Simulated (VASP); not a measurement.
# Ru (a cell with a defect): single point with PBE

System: Ru (a cell with a defect).

```
Ru
1.0
     5.48306    0.00000    0.00000
    -2.74153    4.74847    0.00000
     0.00000    0.00000    8.70864
Ru
15
Direct
  0.16969 0.32895 0.13078
  0.20726 0.28899 0.56306
  0.32975 0.16881 0.86348
  0.16677 0.84340 0.11996
  0.32826 0.68871 0.36683
  0.17343 0.81037 0.62582
  0.33211 0.65761 0.87589
  0.65592 0.33253 0.11966
  0.80824 0.17040 0.36680
  0.68740 0.32518 0.62568
  0.84150 0.16690 0.87534
  0.66400 0.83532 0.12241
  0.83121 0.66859 0.37264
  0.67084 0.82719 0.62169
  0.83483 0.66425 0.87362
```

```json
{"Program": "VASP 6.6.1", "Task": "single point", "Functional": "PBE", "Potentials or basis": "VASP PAW PBE potentials, release 64 (Ru_pv)", "Cutoff": "400 eV", "k mesh": "4 × 4 × 2", "Occupations": "fermi-dirac, width 0.5 eV", "Spin": "no spin polarisation"}
```

```json
{
 "Pressure": "-5.7 GPa",
 "Largest force": "1.247 eV/Å",
 "Band gap on the k mesh": "zero (bands 105 and 106 overlap by 1.11 eV)"
}
```

Forces on the atoms (eV/Å):
```
Ru   0.010 -0.006 -0.195
Ru  -0.612  0.369  1.022
Ru   0.073 -0.036  0.030
Ru   0.048 -0.023 -0.018
Ru   0.162 -0.120 -0.039
Ru  -0.038  0.108 -0.138
Ru   0.032 -0.009 -0.109
Ru   0.038 -0.030 -0.015
Ru   0.197 -0.085 -0.040
Ru  -0.108 -0.021 -0.135
Ru   0.019 -0.025 -0.099
Ru   0.034 -0.025 -0.033
Ru   0.103 -0.061 -0.090
Ru   0.016 -0.016 -0.069
Ru   0.028 -0.019 -0.071
```

Stress tensor (GPa, compression positive):
```
-5.00 -0.72  1.24
-0.72 -5.86 -0.72
 1.24 -0.72 -6.33
```

Levels at points of the mesh, in eV from the Fermi level:
```
           k point  band 102  band 103  band 104  band 105  band 106  band 107  band 108  band 109  band 110  band 111
(0.00, 0.00, 0.00)      0.06      0.13      0.39      0.43      0.59      0.67      0.92      0.94      1.04      1.13
(0.50, 0.00, 0.00)     -0.74     -0.57     -0.42     -0.39     -0.27     -0.15     -0.08      0.04      0.34      0.43
(0.00, 0.50, 0.00)     -0.74     -0.57     -0.42     -0.39     -0.28     -0.16     -0.08      0.05      0.34      0.44
(0.50, 0.50, 0.00)     -0.72     -0.63     -0.57     -0.38     -0.38     -0.27     -0.16      0.08      0.16      0.31
(0.00, 0.00, 0.50)      0.32      0.53      0.69      0.74      0.78      0.85      0.92      0.95      1.01      1.10
(0.50, 0.00, 0.50)     -0.61     -0.56     -0.39     -0.26     -0.20     -0.14     -0.09      0.01      0.09      0.15
(0.00, 0.50, 0.50)     -0.61     -0.57     -0.39     -0.26     -0.20     -0.15     -0.08      0.00      0.09      0.15
(0.50, 0.50, 0.50)     -0.67     -0.62     -0.60     -0.38     -0.35      0.00      0.06      0.08      0.19      0.20
```

Run time: 32 min on 1 thread of Intel Xeon 8259CL (shared host), peak memory 0.42 GiB.

Caveat: the k points lie up to 0.36 Å⁻¹ apart, too coarse for converged energies and pressures of a metal; so wide a smearing shifts energies and pressures.
